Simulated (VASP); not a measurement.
Wanted: the native input for a VASP 6.6.1 run.

```yaml
Task: single point
Functional: PBEsol
Potentials_or_basis: VASP PAW PBE potentials, release 64 (W_sv, Se)
Cutoff: 520 eV
k_mesh: 12 × 12 × 2
Occupations: gaussian, width 0.05 eV
Spin: no spin polarisation
Dipole_correction: no
Further_INCAR_settings: ALGO = Normal; EDIFF = 1e-06; NBANDS = 35
```

The structure of WSe2 lies in POSCAR:

```
WSe2
1.0
    3.2711504299      0.0000000000      0.0000000000
   -1.6355752149      2.8328993719      0.0000000000
    0.0000000000      0.0000000000     13.2206659015
W Se
2 4
Direct
    0.4356234996      0.7415482655      0.2500000000
    0.5643765004      0.2584517345      0.7500000000
    0.2312522838      0.5919381519      0.6233861490
    0.7687477162      0.4080618481      0.1233861490
    0.2312522838      0.5919381519      0.8766138510
    0.7687477162      0.4080618481      0.3766138510
```

This cell differs from its parent crystal: atoms displaced along a vibrational mode.

These files were run (other wordings do the same):

INCAR

```
SYSTEM = WSe2
PREC = Accurate
ENCUT = 520
EDIFF = 1E-6
ISMEAR = 0
SIGMA = 0.05
LREAL = .FALSE.
LASPH = .TRUE.
NELM = 80
ALGO = Normal
ISIF = 2
LWAVE = .FALSE.
LCHARG = .TRUE.
GGA = PS
LELF = .TRUE.
LVHAR = .TRUE.
NBANDS = 35
```

KPOINTS

```
Automatic mesh
0
G
  12 12 2
  0 0 0
```

Potentials or basis: VASP PAW PBE potentials, release 64 (W_sv, Se).

Command:

```bash
$ cat potpaw_PBE.64/W_sv/POTCAR potpaw_PBE.64/Se/POTCAR > POTCAR
$ mpirun -np 1 vasp_std > vasp.out
```

Results of the run:

```
Pressure               : 0.7 GPa
Largest force          : 0.075 eV/Å
Band gap on the k mesh : 1.01 eV (least direct gap 1.61 eV)
```

Caveat: the cell differs from its parent crystal (atoms displaced along a vibrational mode); the PAW data sets were made with another functional, which shifts forces and pressure a little; spin-orbit coupling is left out, which moves the levels of the heavy elements; this functional lacks dispersion, which binds the layers, so the pressure and a relaxed spacing across them are unreliable.

Wall time 8.2 min on 1 thread of Intel(R) Xeon(R) Platinum 8259CL CPU @ 2.50GHz (Skylake/Cascade Lake) (shared host), peak memory 0.6 GiB.
